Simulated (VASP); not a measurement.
# KF (P4/mmm) in VASP: notebook

KF is run at these levels: LDA; tasks: single point.

Everything below comes from runs of VASP 6.6.1. Logs are shortened: lines on timing, memory, paths and dates and some standing lists are left out, and cuts for length are marked.

**1. The cell of the first run**

The structure is tetragonal, space group P4/mmm (No. 123). The conventional cell has a = 3.357 Å, b = 3.357 Å, c = 3.210 Å, α = 90.00°, β = 90.00°, γ = 90.00°. Within 3.8 Å of K (site symmetry 4/mmm) lie 8 F at 2.87 Å and 6 K at 3.21 to 3.36 Å. F (site symmetry 4/mmm) has 8 K at 2.87 Å and 6 F at 3.21 to 3.36 Å within 3.8 Å.

**2. Single point, LDA (strain +0.030 along x and y, -0.015 along z)**

Contents of INCAR:

```
PREC = Accurate ; ENCUT = 520
EDIFF = 1E-6 ; ISMEAR = 0
SIGMA = 0.05 ; LREAL = False
LASPH = True ; NELM = 80
ALGO = Normal ; ISIF = 2
LWAVE = False ; LCHARG = False
NBANDS = 15
```

Contents of KPOINTS:

```
regular mesh
0
Gamma
  8 8 8
```

Contents of POSCAR:

```
KF
1.0
    3.3567236500      0.0000000000      0.0000000000
    0.0000000000      3.3567236500      0.0000000000
    0.0000000000      0.0000000000      3.2100706750
K F
1 1
Direct
    0.0000000000      0.0000000000      0.0000000000
    0.5000000000      0.5000000000      0.5000000000
```

Potentials or basis: VASP PAW LDA potentials, release 64 (K_sv, F).

Run with:

```bash
> cat potpaw_LDA.64/K_sv/POTCAR potpaw_LDA.64/F/POTCAR > POTCAR
> mpirun -np 1 vasp_std > vasp.out
```

OUTCAR:

```text
PREC = Accurate
   ENCUT = 520
   EDIFF = 1E-6
   ISMEAR = 0
   LREAL = False
   LASPH = True
   NELM = 80
   ISIF = 2

 ion  position               nearest neighbor table
   1  0.000  0.000  0.000-
   2  0.500  0.500  0.500-

  LATTYP: Found a simple tetragonal cell.
 ALAT       =     3.3567236500
 C/A-ratio  =     0.9563106796

  Lattice vectors:

 A1 = (   3.3567236500,   0.0000000000,   0.0000000000)
 A2 = (   0.0000000000,   3.3567236500,   0.0000000000)
 A3 = (   0.0000000000,   0.0000000000,   3.2100706750)

Analysis of symmetry for initial positions (statically):
=====================================================================
 Subroutine PRICEL returns:
 Original cell was already a primitive cell.

 Routine SETGRP: Setting up the symmetry group for a
 simple tetragonal supercell.

 Subroutine GETGRP returns: Found 16 space group operations
 (whereof 16 operations were pure point group operations)
 out of a pool of 16 trial point group operations.

The static configuration has the point symmetry D_4h.

Analysis of symmetry for dynamics (positions and initial velocities):
=====================================================================
 Subroutine PRICEL returns:
 Original cell was already a primitive cell.

 Routine SETGRP: Setting up the symmetry group for a
 simple tetragonal supercell.

 Subroutine GETGRP returns: Found 16 space group operations
 (whereof 16 operations were pure point group operations)
 out of a pool of 16 trial point group operations.

The dynamic configuration has the point symmetry D_4h.

 Subroutine INISYM returns: Found 16 space group operations
 (whereof 16 operations are pure point group operations),
 and found     1 'primitive' translations

----------------------------------------------------------------------------------------

                                     Primitive cell

  volume of cell :      36.1698

  direct lattice vectors                    reciprocal lattice vectors
     3.356723650  0.000000000  0.000000000     0.297909540  0.000000000  0.000000000
     0.000000000  3.356723650  0.000000000     0.000000000  0.297909540  0.000000000
     0.000000000  0.000000000  3.210070675     0.000000000  0.000000000  0.311519621

  length of vectors
     3.356723650  3.356723650  3.210070675     0.297909540  0.297909540  0.311519621

  position of ions in fractional coordinates (direct lattice)
     0.000000000  0.000000000  0.000000000
     0.500000000  0.500000000  0.500000000

  ion indices of the primitive-cell ions
   primitive index   ion index
                 1           1
                 2           2

----------------------------------------------------------------------------------------

 KPOINTS: regular mesh

Automatic generation of k-mesh.
 Grid dimensions read from file:
 generate k-points for:    8    8    8

 Generating k-lattice:

  Cartesian coordinates                     Fractional coordinates (reciprocal lattice)
     0.037238693  0.000000000  0.000000000     0.125000000  0.000000000  0.000000000
     0.000000000  0.037238693  0.000000000     0.000000000  0.125000000  0.000000000
     0.000000000  0.000000000  0.038939953     0.000000000  0.000000000  0.125000000

  Length of vectors
     0.037238693  0.037238693  0.038939953

  Shift w.r.t. Gamma in fractional coordinates (k-lattice)
     0.000000000  0.000000000  0.000000000

 Subroutine IBZKPT returns following result:
 ===========================================

 Found     75 irreducible k-points:

 Following reciprocal coordinates:
            Coordinates               Weight
  0.000000  0.000000  0.000000      1.000000
  0.125000  0.000000  0.000000      4.000000
  0.250000  0.000000  0.000000      4.000000
  0.375000  0.000000  0.000000      4.000000
  0.500000  0.000000  0.000000      2.000000
  0.125000  0.125000  0.000000      4.000000
[... 16 lines left out ...]
  0.375000  0.125000  0.125000     16.000000
  0.500000  0.125000  0.125000      8.000000
 [... further k-points ...]
   k-points           NKPTS =     75   k-points in BZ     NKDIM =     75   number of bands    NBANDS=     15
   number of dos      NEDOS =    301   number of ions     NIONS =      2
   total plane-waves  NPLWV =  18816
   dimension x,y,z NGX =    28 NGY =   28 NGZ =   24
   dimension x,y,z NGXF=    56 NGYF=   56 NGZF=   48
   ions per type =               1   1
   NGX,Y,Z   is equivalent  to a cutoff of  13.87, 13.87, 12.43 a.u.
   NGXF,Y,Z  is equivalent  to a cutoff of  27.73, 27.73, 24.86 a.u.
 SYSTEM =  unknown system
   PREC   = accura    normal or accurate (medium, high low for compatibility)
   ISTART =      0    job   : 0-new  1-cont  2-samecut
   ICHARG =      2    charge: 1-file 2-atom 10-const
   ISPIN  =      1    spin polarized calculation?
   LNONCOLLINEAR =      F non collinear calculations
   LSORBIT =      F    spin-orbit coupling
   LASPH  =      T    aspherical Exc in radial PAW
   ENCUT  =  520.0 eV  38.22 Ry    6.18 a.u.   6.24  6.24  5.97*2*pi/ulx,y,z
   NELM   =     80;   NELMIN=  2; NELMDL= -5     # of ELM steps
   EDIFF  = 0.1E-05   stopping-criterion for ELM
   LREAL  =      F    real-space projection
   EDIFFG = 0.1E-04   stopping-criterion for IOM
   NSW    =      0    number of steps for IOM
   IBRION =     -1    ionic relax: 0-MD 1-quasi-New 2-CG
   NFREE  =      0    steps in history (QN), initial steepest desc. (CG)
   ISIF   =      2    stress and relaxation
   ISYM   =      2    0-nonsym 1-usesym 2-fastsym
   POTIM  = 0.5000    time-step for ionic-motion
   TEBEG  =    0.0;   TEEND  =   0.0 temperature during run
   PSTRESS=    0.0 pullay stress
   NELECT =      16.0000    total number of electrons
   NUPDOWN=      -1.0000    fix difference up-down
   EMIN   =  10.00;   EMAX   =-10.00  energy-range for DOS
   EFERMI =   0.00;   METHOD = LEGACY
   ISMEAR =     0;   SIGMA  =   0.05  broadening in eV -4-tet -1-fermi 0-gaus
   EFERMI_NEDOS =   21; number of points for ismear=-14 and -15
   IALGO  =     38    algorithm
   IMIX   =      4    mixing-type and parameters
     AMIX     =   0.40;   BMIX     =  1.00
     AMIX_MAG =   1.60;   BMIX_MAG =  1.00
  volume/ion in A,a.u.               =      18.08       122.04
  Fermi-wavevector in a.u.,A,eV,Ry     =   1.247382  2.357211 21.170156  1.555963
  Thomas-Fermi vector in A             =   2.381517
   LORBIT       =      0    0 simple, 1 ext, 2 COOP (PROOUT), +10 PAW based schemes
   GGA     = CA    functional components
   LHFCALC =     F    Hartree Fock is set to
   AEXX    =    0.0000 exact exchange contribution
   IVDW    =     0    specifies the selected vdW correction
   LEPSILON=     F    determine dielectric tensor
   LRPA    =     F    only Hartree local field effects (RPA)
 non-spin polarized calculation
 Gauss-broadening in eV      SIGMA  =   0.05
  energy-cutoff  :      520.00
  volume of cell :       36.17
 maximum number of plane-waves:       996
 NGX is ok and might be reduce to    28
   NGX = 13   NGY = 13   NGZ = 11

 number of electron      15.9999991 magnetization

 Free energy of the ion-electron system (eV)
  ---------------------------------------------------
  ext. energy  EPLUGINS =         0.00000000
  ---------------------------------------------------
  free energy    TOTEN  =        -8.79956362 eV

  energy without entropy =       -8.79956362  energy(sigma->0) =       -8.79956362

 E-fermi :  -2.2154     XC(G=0):  -9.5119

 val. band max:       -2.4865553549   @ k =   0.5000   0.5000   0.0000
 cond. band min:       3.0262949956   @ k =   0.0000   0.0000   0.0000
 fundamental gap:      5.5128503505
 Fermi energy:        -2.2153723611

 k-point     1 :       0.0000    0.0000    0.0000
  band No.  band energies     occupation
      1     -29.2182      2.00000
      2     -21.0144      2.00000
      3     -12.5457      2.00000
      4     -12.5457      2.00000
      5     -12.4379      2.00000
      6      -2.6912      2.00000
      7      -2.6912      2.00000
      8      -2.5369      2.00000
      9       3.0263      0.00000
     10       5.3675      0.00000
     11       5.4811      0.00000
     12      10.7739      0.00000
     13      11.0901      0.00000
     14      11.0901      0.00000
     15      16.9569      0.00000

 k-point     2 :       0.1250    0.0000    0.0000
  band No.  band energies     occupation
      1     -29.2037      2.00000
      2     -21.0181      2.00000
      3     -12.6332      2.00000
      4     -12.5316      2.00000
      5     -12.4256      2.00000
      6      -2.8862      2.00000
      7      -2.7086      2.00000
      8      -2.5481      2.00000
      9       3.4216      0.00000
     10       5.5545      0.00000
     11       5.7165      0.00000
     12      10.5401      0.00000
     13      10.8523      0.00000
     14      11.1320      0.00000
     15      16.0301      0.00000

 k-point     3 :       0.2500    0.0000    0.0000
  band No.  band energies     occupation
      1     -29.1684      2.00000
      2     -21.0287      2.00000
      3     -12.8361      2.00000
      4     -12.4975      2.00000
      5     -12.3957      2.00000
      6      -3.3018      2.00000
      7      -2.7515      2.00000
      8      -2.5761      2.00000
      9       4.4011      0.00000
     10       5.8609      0.00000
     11       6.4755      0.00000
     12      10.0612      0.00000
     13      10.3602      0.00000
     14      11.2360      0.00000
     15      14.6440      0.00000

 k-point     4 :       0.3750    0.0000    0.0000
  band No.  band energies     occupation
      1     -29.1327      2.00000
      2     -21.0401      2.00000
      3     -13.0279      2.00000
      4     -12.4629      2.00000
      5     -12.3655      2.00000
      6      -3.6630      2.00000
      7      -2.7958      2.00000
      8      -2.6052      2.00000
      9       5.5089      0.00000
     10       6.2138      0.00000
     11       7.2277      0.00000
     12       9.6657      0.00000
     13       9.9488      0.00000
     14      11.3445      0.00000
     15      13.6017      0.00000
[... 307 lines left out ...]
 k-point    22 :       0.2500    0.1250    0.1250
  band No.  band energies     occupation
      1     -29.1356      2.00000
      2     -21.0124      2.00000
      3     -12.8333      2.00000
      4     -12.5821      2.00000
      5     -12.5325      2.00000
      6      -3.2418      2.00000
      7      -2.8424      2.00000
      8      -2.7105      2.00000
      9       4.9285      0.00000
     10       6.3592      0.00000
     11       6.8043      0.00000
     12       9.6370      0.00000
     13       9.8278      0.00000
     14      10.4146      0.00000
     15      15.1702      0.00000

 k-point    23 :       0.3750    0.1250    0.1250
  band No.  band energies     occupation
      1     -29.1016      2.00000
      2     -21.0118      2.00000
      3     -13.0387      2.00000
      4     -12.5629      2.00000
      5     -12.5097      2.00000
      6      -3.5189      2.00000
      7      -2.8697      2.00000
      8      -2.6973      2.00000
      9       5.8721      0.00000
     10       6.6559      0.00000
     11       7.2678      0.00000
     12       9.1656      0.00000
     13       9.7883      0.00000
     14      10.3988      0.00000
     15      13.9126      0.00000

 k-point    24 :       0.5000    0.1250    0.1250
  band No.  band energies     occupation
      1     -29.0874      2.00000
      2     -21.0118      2.00000
      3     -13.1207      2.00000
      4     -12.5574      2.00000
      5     -12.4977      2.00000
      6      -3.6276      2.00000
      7      -2.8846      2.00000
      8      -2.6889      2.00000
      9       6.4885      0.00000
     10       6.8062      0.00000
     11       7.0519      0.00000
     12       8.9743      0.00000
     13      10.2080      0.00000
     14      10.3918      0.00000
     15      13.2404      0.00000

 [... further k-points ...]
[... 5 lines left out ...]
  --------------------------------------------------------------------------------------
  -------------------------------------------------------------------------------------
  Total       -1.7251863     -1.7251863     -0.9371293      0.0000000      0.0000000     -0.0000000
  in kB      -76.4189034    -76.4189034    -41.5111082      0.0000000      0.0000000     -0.0000000
  external PRESSURE =     -64.7829717 kB  Pullay stress =       0.0000000 kB

 VOLUME and BASIS-vectors are now :
 -----------------------------------------------------------------------------
  energy-cutoff  :      520.00
  volume of cell :       36.17
      direct lattice vectors                 reciprocal lattice vectors
     3.356723650  0.000000000  0.000000000     0.297909540  0.000000000  0.000000000
     0.000000000  3.356723650  0.000000000     0.000000000  0.297909540  0.000000000
     0.000000000  0.000000000  3.210070675     0.000000000  0.000000000  0.311519621

 POSITION                                       TOTAL-FORCE (eV/Angst)
 -----------------------------------------------------------------------------------
      0.00000      0.00000      0.00000         0.000000      0.000000      0.000000
      1.67836      1.67836      1.60504         0.000000      0.000000      0.000000
 -----------------------------------------------------------------------------------
    total drift:                                0.000000      0.000000      0.000000

  FREE ENERGIE OF THE ION-ELECTRON SYSTEM (eV)
  ---------------------------------------------------
  free  energy   TOTEN  =        -8.7995636153 eV

  energy  without entropy=       -8.7995636153  energy(sigma->0) =       -8.79956362
```

It took 29 s on 1 thread of Intel Xeon Platinum 8259CL at 2.50GHz (Skylake/Cascade Lake), shared host; peak memory 0.16 GiB.

Results:

- Free energy: -8.7996 eV
- Pressure: -6.5 GPa
- Band gap on the k mesh: 5.51 eV, indirect (least direct gap 5.56 eV)

Stress tensor (GPa, compression positive):
```
-7.64  0.00  0.00
 0.00 -7.64  0.00
 0.00  0.00 -4.15
```

Levels at points of the mesh, in eV from the valence-band top:
| k point | band 6 | band 7 | band 8 | band 9 | band 10 | band 11 |
| --- | --- | --- | --- | --- | --- | --- |
| (0.00, 0.00, 0.00) | -0.20 | -0.20 | -0.05 | 5.51 | 7.85 | 7.97 |
| (0.50, 0.00, 0.00) | -1.31 | -0.33 | -0.13 | 8.55 | 8.89 | 9.96 |
| (0.50, 0.50, 0.00) | -0.71 | -0.71 | 0.00 | 8.26 | 8.31 | 11.82 |
| (0.00, 0.00, 0.50) | -1.32 | -0.29 | -0.29 | 8.94 | 9.05 | 10.16 |
| (0.50, 0.00, 0.50) | -0.75 | -0.69 | -0.14 | 7.90 | 8.54 | 11.16 |
| (0.50, 0.50, 0.50) | -1.12 | -1.09 | -1.09 | 9.79 | 9.79 | 10.28 |

Caveat: the cell differs from its parent crystal (strain +0.030 along x and y, -0.015 along z). A k mesh can miss the band edges.

**3. Single point, LDA (strain +0.030 along x and y, +0.015 along z)**

Contents of INCAR:

```
PREC = Accurate
ENCUT = 520
EDIFF = 1E-6
ISMEAR = 0
SIGMA = 0.05
LREAL = F
LASPH = T
NELM = 100
ALGO = Normal
ISIF = 2
LWAVE = F
LCHARG = F
NBANDS = 15
```

Contents of KPOINTS:

```
Automatic mesh
0
Gamma
  8 8 8
```

Edit POSCAR of step 2 so:

```diff
@@ -4,3 +4,3 @@
     0.0000000000      3.3567236500      0.0000000000
-    0.0000000000      0.0000000000      3.2100706750
+    0.0000000000      0.0000000000      3.3078393250
 K F
```

Potentials or basis: VASP PAW LDA potentials, release 64 (K_sv, F).

Run with:

```bash
> cat potpaw_LDA.64/K_sv/POTCAR potpaw_LDA.64/F/POTCAR > POTCAR
> mpirun -np 1 vasp_std > vasp.out
```

Wall time 37 s (1 thread of Intel Xeon Platinum 8259CL at 2.50GHz (Skylake/Cascade Lake), shared host); peak memory 0.16 GiB.

Results (log left out):

| Quantity | Value |
| --- | --- |
| Free energy | -8.7653 eV |
| Pressure | -6.9 GPa |
| Band gap on the k mesh | 5.41 eV, indirect (least direct gap 5.47 eV) |

Stress tensor (GPa, compression positive):
```
-7.27  0.00  0.00
 0.00 -7.27  0.00
 0.00  0.00 -6.17
```

Levels at points of the mesh, in eV from the valence-band top:
| k point | band 6 | band 7 | band 8 | band 9 | band 10 | band 11 |
| --- | --- | --- | --- | --- | --- | --- |
| (0.00, 0.00, 0.00) | -0.11 | -0.11 | -0.06 | 5.41 | 7.94 | 7.97 |
| (0.50, 0.00, 0.00) | -1.20 | -0.20 | -0.14 | 8.54 | 8.92 | 9.81 |
| (0.50, 0.50, 0.00) | -0.64 | -0.64 | 0.00 | 8.10 | 8.38 | 11.54 |
| (0.00, 0.00, 0.50) | -1.20 | -0.19 | -0.19 | 8.66 | 8.98 | 9.87 |
| (0.50, 0.00, 0.50) | -0.65 | -0.63 | -0.04 | 7.99 | 8.46 | 11.34 |
| (0.50, 0.50, 0.50) | -0.99 | -0.98 | -0.98 | 9.85 | 9.85 | 10.01 |

Caveat: the cell differs from its parent crystal (strain +0.030 along x and y, +0.015 along z).
